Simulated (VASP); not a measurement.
# BP2 in VASP: notebook

BP2 is run at these levels: PBE, LDA, PBEsol; tasks: single point.

All numbers are computed with VASP 6.6.1; they aren't measurements. Logs are shortened: lines on timing, memory, paths and dates and some standing lists are left out, and cuts for length are marked.

**1. The cell of the first run**

The cell holds a sheet with vacuum, 3 atoms: a = 2.976 Å, b = 2.976 Å, c = 29.054 Å, α = 90.00°, β = 90.00°, γ = 120.00°.

**2. Single point, PBE**

INCAR reads:

```
PREC     = Accurate       # precision mode
ENCUT    = 520            # plane-wave cutoff, eV
EDIFF    = 1E-6           # SCF threshold, eV
ISMEAR   = -1             # smearing method
SIGMA    = 0.05           # smearing width, eV
LREAL    = False          # projectors in reciprocal space
LASPH    = True           # aspherical terms in the spheres
NELM     = 100            # most SCF steps
ALGO     = Normal         # electronic algorithm
ISIF     = 2              # what is computed and relaxed
LWAVE    = False          # write WAVECAR
LCHARG   = False          # write CHGCAR
GGA      = PE             # functional
NBANDS   = 14             # bands
```

KPOINTS reads:

```
Automatic mesh
0
Gamma
  10 10 1
```

POSCAR reads:

```
BP2
1.0
    2.9756400000      0.0000000000      0.0000000000
   -1.4878200000      2.5769800000      0.0000000000
    0.0000000000      0.0000000000     29.0535300000
B P
1 2
Direct
    0.0000000000      0.0000000000      0.2757200000
    0.6666700000      0.3333300000      0.3162800000
    0.3333300000      0.6666700000      0.2351600000
```

Potentials or basis: VASP PAW PBE potentials, release 64 (B, P).

Command:

```console
cat potpaw_PBE.64/B/POTCAR potpaw_PBE.64/P/POTCAR > POTCAR
mpirun -np 1 vasp_std > vasp.out
```

OUTCAR:

```text
PREC = Accurate
   ENCUT = 520
   EDIFF = 1E-6
   ISMEAR = -1
   LREAL = False
   LASPH = True
   NELM = 100
   ISIF = 2
   GGA = PE

 ion  position               nearest neighbor table
   1  0.000  0.000  0.276-   2 2.08   3 2.08   2 2.08   3 2.08   2 2.08   3 2.08
   2  0.667  0.333  0.316-   1 2.08   1 2.08   1 2.08   3 2.92   3 2.92   3 2.92
   3  0.333  0.667  0.235-   1 2.08   1 2.08   1 2.08   2 2.92   2 2.92   2 2.92

  LATTYP: Found a hexagonal cell.
 ALAT       =     2.9756400000
 C/A-ratio  =     9.7637919910

  Lattice vectors:

 A1 = (   2.9756400000,   0.0000000000,   0.0000000000)
 A2 = (  -1.4878200000,   2.5769800000,   0.0000000000)
 A3 = (   0.0000000000,   0.0000000000,  29.0535300000)

Analysis of symmetry for initial positions (statically):
=====================================================================
 Subroutine PRICEL returns:
 Original cell was already a primitive cell.

 Routine SETGRP: Setting up the symmetry group for a
 hexagonal supercell.

 Subroutine GETGRP returns: Found  4 space group operations
 (whereof  2 operations were pure point group operations)
 out of a pool of 24 trial point group operations.

The static configuration has the point symmetry C_1h.
 The point group associated with its full space group is C_2h.

Analysis of symmetry for dynamics (positions and initial velocities):
=====================================================================
 Subroutine PRICEL returns:
 Original cell was already a primitive cell.

 Routine SETGRP: Setting up the symmetry group for a
 hexagonal supercell.

 Subroutine GETGRP returns: Found  4 space group operations
 (whereof  2 operations were pure point group operations)
 out of a pool of 24 trial point group operations.

The dynamic configuration has the point symmetry C_1h.
 The point group associated with its full space group is C_2h.

 Subroutine INISYM returns: Found  4 space group operations
 (whereof  2 operations are pure point group operations),
 and found     1 'primitive' translations

----------------------------------------------------------------------------------------

                                     Primitive cell

  volume of cell :     222.7873

  direct lattice vectors                    reciprocal lattice vectors
     2.975640000  0.000000000  0.000000000     0.336062158  0.194025565  0.000000000
    -1.487820000  2.576980000  0.000000000     0.000000000  0.388051130  0.000000000
     0.000000000  0.000000000 29.053530000     0.000000000  0.000000000  0.034419225

  length of vectors
     2.975640000  2.975640145 29.053530000     0.388051149  0.388051130  0.034419225

  position of ions in fractional coordinates (direct lattice)
     0.000000000  0.000000000  0.275720000
     0.666670000  0.333330000  0.316280000
     0.333330000  0.666670000  0.235160000

  ion indices of the primitive-cell ions
   primitive index   ion index
                 1           1
                 2           2
                 3           3

----------------------------------------------------------------------------------------

 KPOINTS: Automatic mesh

Automatic generation of k-mesh.
 Grid dimensions read from file:
 generate k-points for:   10   10    1

 Generating k-lattice:

  Cartesian coordinates                     Fractional coordinates (reciprocal lattice)
     0.033606216  0.019402556  0.000000000     0.100000000  0.000000000  0.000000000
     0.000000000  0.038805113  0.000000000     0.000000000  0.100000000  0.000000000
     0.000000000  0.000000000  0.034419225     0.000000000  0.000000000  1.000000000

  Length of vectors
     0.038805115  0.038805113  0.034419225

  Shift w.r.t. Gamma in fractional coordinates (k-lattice)
     0.000000000  0.000000000  0.000000000

 Subroutine IBZKPT returns following result:
 ===========================================

 Found     31 irreducible k-points:

 Following reciprocal coordinates:
            Coordinates               Weight
  0.000000  0.000000  0.000000      1.000000
  0.100000 -0.000000  0.000000      4.000000
 -0.100000  0.100000  0.000000      2.000000
  0.200000 -0.000000  0.000000      4.000000
 -0.200000  0.200000  0.000000      2.000000
  0.300000  0.000000  0.000000      4.000000
[... 16 lines left out ...]
  0.200000  0.200000  0.000000      2.000000
 -0.200000  0.400000  0.000000      4.000000
 [... further k-points ...]
   k-points           NKPTS =     31   k-points in BZ     NKDIM =     31   number of bands    NBANDS=     14
   number of dos      NEDOS =    301   number of ions     NIONS =      3
   total plane-waves  NPLWV = 124416
   dimension x,y,z NGX =    24 NGY =   24 NGZ =  216
   dimension x,y,z NGXF=    48 NGYF=   48 NGZF=  432
   ions per type =               1   2
   NGX,Y,Z   is equivalent  to a cutoff of  13.41, 13.41, 12.36 a.u.
   NGXF,Y,Z  is equivalent  to a cutoff of  26.82, 26.82, 24.72 a.u.
 SYSTEM =  unknown system
   PREC   = accura    normal or accurate (medium, high low for compatibility)
   ISTART =      0    job   : 0-new  1-cont  2-samecut
   ICHARG =      2    charge: 1-file 2-atom 10-const
   ISPIN  =      1    spin polarized calculation?
   LNONCOLLINEAR =      F non collinear calculations
   LSORBIT =      F    spin-orbit coupling
   LASPH  =      T    aspherical Exc in radial PAW
   ENCUT  =  520.0 eV  38.22 Ry    6.18 a.u.   5.53  5.53 54.02*2*pi/ulx,y,z
   NELM   =    100;   NELMIN=  2; NELMDL= -5     # of ELM steps
   EDIFF  = 0.1E-05   stopping-criterion for ELM
   LREAL  =      F    real-space projection
   EDIFFG = 0.1E-04   stopping-criterion for IOM
   NSW    =      0    number of steps for IOM
   IBRION =     -1    ionic relax: 0-MD 1-quasi-New 2-CG
   NFREE  =      0    steps in history (QN), initial steepest desc. (CG)
   ISIF   =      2    stress and relaxation
   ISYM   =      2    0-nonsym 1-usesym 2-fastsym
   POTIM  = 0.5000    time-step for ionic-motion
   TEBEG  =    0.0;   TEEND  =   0.0 temperature during run
   PSTRESS=    0.0 pullay stress
   NELECT =      13.0000    total number of electrons
   NUPDOWN=      -1.0000    fix difference up-down
   EMIN   =  10.00;   EMAX   =-10.00  energy-range for DOS
   EFERMI =   0.00;   METHOD = LEGACY
   ISMEAR =    -1;   SIGMA  =   0.05  broadening in eV -4-tet -1-fermi 0-gaus
   EFERMI_NEDOS =   21; number of points for ismear=-14 and -15
   IALGO  =     38    algorithm
   IMIX   =      4    mixing-type and parameters
     AMIX     =   0.40;   BMIX     =  1.00
     AMIX_MAG =   1.60;   BMIX_MAG =  1.00
  volume/ion in A,a.u.               =      74.26       501.15
  Fermi-wavevector in a.u.,A,eV,Ry     =   0.634979  1.199936  5.485841  0.403198
  Thomas-Fermi vector in A             =   1.699157
   LORBIT       =      0    0 simple, 1 ext, 2 COOP (PROOUT), +10 PAW based schemes
   GGA     = PE    functional components
   LHFCALC =     F    Hartree Fock is set to
   AEXX    =    0.0000 exact exchange contribution
   IVDW    =     0    specifies the selected vdW correction
   LEPSILON=     F    determine dielectric tensor
   LRPA    =     F    only Hartree local field effects (RPA)
 non-spin polarized calculation
  energy-cutoff  :      520.00
  volume of cell :      222.79
 maximum number of plane-waves:      6109
 NGX is ok and might be reduce to    24
   NGX = 11   NGY = 11   NGZ =109

 number of electron      13.0000002 magnetization

 Free energy of the ion-electron system (eV)
  ---------------------------------------------------
  ext. energy  EPLUGINS =         0.00000000
  ---------------------------------------------------
  free energy    TOTEN  =       -15.46564706 eV

  energy without entropy =      -15.43771427  energy(sigma->0) =      -15.45168067

 E-fermi :  -2.6731     XC(G=0):  -2.4150

 val. band max:       -2.7071073142   @ k =   0.5000   0.4000   0.0000
 cond. band min:      -2.6487673061   @ k =  -0.1000   0.4000   0.0000
 fundamental gap:      0.0583400081
 Fermi energy:        -2.6731228201

 k-point     1 :       0.0000    0.0000    0.0000
  band No.  band energies     occupation
      1     -18.9019      2.00000
      2     -15.0080      2.00000
      3      -8.4545      2.00000
      4      -4.0580      2.00000
      5      -2.5510      0.15998
      6      -2.5508      0.15939
      7      -0.3090      0.00000
      8      -0.3090      0.00000
      9       1.5077      0.00000
     10       1.9695      0.00000
     11       2.3490      0.00000
     12       2.7558      0.00000
     13       3.0968      0.00000
     14       3.4286      0.00000

 k-point     2 :       0.1000   -0.0000    0.0000
  band No.  band energies     occupation
      1     -18.7053      2.00000
      2     -14.8121      2.00000
      3      -8.2794      2.00000
      4      -3.9983      2.00000
      5      -3.8628      2.00000
      6      -3.2375      1.99997
      7      -1.0366      0.00000
      8       0.1062      0.00000
      9       1.7241      0.00000
     10       2.1550      0.00000
     11       2.5704      0.00000
     12       2.6176      0.00000
     13       2.9732      0.00000
     14       3.3234      0.00000

 k-point     3 :      -0.1000    0.1000    0.0000
  band No.  band energies     occupation
      1     -18.7053      2.00000
      2     -14.8121      2.00000
      3      -8.2794      2.00000
      4      -3.9982      2.00000
      5      -3.8629      2.00000
      6      -3.2374      1.99997
      7      -1.0366      0.00000
      8       0.1062      0.00000
      9       1.7241      0.00000
     10       2.1550      0.00000
     11       2.5705      0.00000
     12       2.6177      0.00000
     13       2.9732      0.00000
     14       3.3234      0.00000
[... 324 lines left out ...]
 k-point    23 :       0.2000    0.2000    0.0000
  band No.  band energies     occupation
      1     -16.5748      2.00000
      2     -12.8495      2.00000
      3      -8.7449      2.00000
      4      -8.4185      2.00000
      5      -6.6042      2.00000
      6      -4.7107      2.00000
      7      -3.5105      2.00000
      8      -1.6999      0.00000
      9       1.7998      0.00000
     10       2.4444      0.00000
     11       3.7872      0.00000
     12       4.1701      0.00000
     13       4.9361      0.00000
     14       5.0612      0.00000

 k-point    24 :      -0.2000    0.4000    0.0000
  band No.  band energies     occupation
      1     -16.5748      2.00000
      2     -12.8495      2.00000
      3      -8.7450      2.00000
      4      -8.4184      2.00000
      5      -6.6042      2.00000
      6      -4.7107      2.00000
      7      -3.5104      2.00000
      8      -1.6999      0.00000
      9       1.7998      0.00000
     10       2.4444      0.00000
     11       3.7872      0.00000
     12       4.1701      0.00000
     13       4.9361      0.00000
     14       5.0612      0.00000

 [... further k-points ...]

------------------------ aborting loop because EDIFF is reached ----------------------------------------

  FORCE on cell =-STRESS in cart. coord.  units (eV):
  Direction    XX          YY          ZZ          XY          YZ          ZX
  --------------------------------------------------------------------------------------
  -------------------------------------------------------------------------------------
  Total       -0.2565778     -0.2566855      0.2649961     -0.0000932     -0.0000831      0.0001440
  in kB       -1.8451827     -1.8459572      1.9057226     -0.0006705     -0.0005977      0.0010353
  external PRESSURE =      -0.5951391 kB  Pullay stress =       0.0000000 kB

 VOLUME and BASIS-vectors are now :
 -----------------------------------------------------------------------------
  energy-cutoff  :      520.00
  volume of cell :      222.79
      direct lattice vectors                 reciprocal lattice vectors
     2.975640000  0.000000000  0.000000000     0.336062158  0.194025565  0.000000000
    -1.487820000  2.576980000  0.000000000     0.000000000  0.388051130  0.000000000
     0.000000000  0.000000000 29.053530000     0.000000000  0.000000000  0.034419225

 POSITION                                       TOTAL-FORCE (eV/Angst)
 -----------------------------------------------------------------------------------
      0.00000      0.00000      8.01064         0.000000      0.000000      0.000000
      1.48783      0.85898      9.18905         0.000061     -0.000035      0.118208
     -0.00001      1.71800      6.83223        -0.000061      0.000035     -0.118208
 -----------------------------------------------------------------------------------
    total drift:                                0.000000     -0.000000      0.000006

  FREE ENERGIE OF THE ION-ELECTRON SYSTEM (eV)
  ---------------------------------------------------
  free  energy   TOTEN  =       -15.4656470613 eV

  energy  without entropy=      -15.4377142745  energy(sigma->0) =      -15.45168067
```

Wall time 99 s (1 thread of Intel Xeon Platinum 8375C at 2.90GHz (Ice Lake), shared host); peak memory 0.38 GiB.

Results:

```
Free energy   : -15.4656 eV
Largest force : 0.118 eV/Å
```

Forces in eV/Å, atoms in the order of the input:
```
B    0.000  0.000  0.000
P    0.000  0.000  0.118
P    0.000  0.000 -0.118
```

Levels at points of the mesh, in eV from the Fermi level:
| k point | band 4 | band 5 | band 6 | band 7 | band 8 | band 9 | band 10 | band 11 |
| --- | --- | --- | --- | --- | --- | --- | --- | --- |
| (0.00, 0.00, 0.00) | -1.38 | 0.12 | 0.12 | 2.36 | 2.36 | 4.18 | 4.64 | 5.02 |
| (0.50, 0.00, 0.00) | -6.79 | -3.22 | -2.27 | -0.14 | 1.54 | 1.76 | 3.96 | 5.34 |
| (0.50, 0.50, 0.00) | -6.79 | -3.22 | -2.27 | -0.14 | 1.54 | 1.76 | 3.96 | 5.34 |

(Part 1 of 2 ends here.)
